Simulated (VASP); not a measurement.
A run of VASP 6.6.1 is set up as follows.

Contents of INCAR:

```
PREC = Accurate ; ENCUT = 910
EDIFF = 1E-6 ; ISMEAR = -1
SIGMA = 0.02 ; LREAL = F
LASPH = T ; NELM = 120
ALGO = Normal ; ISIF = 2
LWAVE = F ; LCHARG = T
GGA = PS ; LELF = T
LVHAR = T ; NBANDS = 26
GGA_COMPAT = F
```

KPOINTS

```
Automatic mesh
0
Gamma
  12 12 4
```

The input POSCAR:

```
ZnO
1.0
    2.9776189452      0.0000000000      0.0000000000
   -1.4888094726      2.5786936493      0.0000000000
    0.0000000000      0.0000000000      5.1192258110
Zn O
2 2
Direct
    0.0000000000      0.0000000000      0.0000000000
    0.0000000000      0.0000000000      0.5000000000
    0.3333333333      0.6666666667      0.2500000000
    0.6666666667      0.3333333333      0.7500000000
```

Potentials or basis: VASP PAW PBE potentials, release 64 (Zn, O_h).

Launch:

```bash
$ cat potpaw_PBE.64/Zn/POTCAR potpaw_PBE.64/O_h/POTCAR > POTCAR
$ mpirun -np 1 vasp_std > vasp.out
```

What does it give for the pressure?

0.7 GPa.

Predict the band gap on the k mesh.

0.65 eV, direct.

Stress tensor (GPa, compression positive):
```
0.69 0.00 0.00
0.00 0.69 0.00
0.00 0.00 0.84
```

Caveat: the cutoff is under 1.25 times the usual one of these potentials, so pressure, stress and relaxed cells hold a basis-set (Pulay) error; the PAW data sets were made with another functional, which shifts forces and pressure a little.
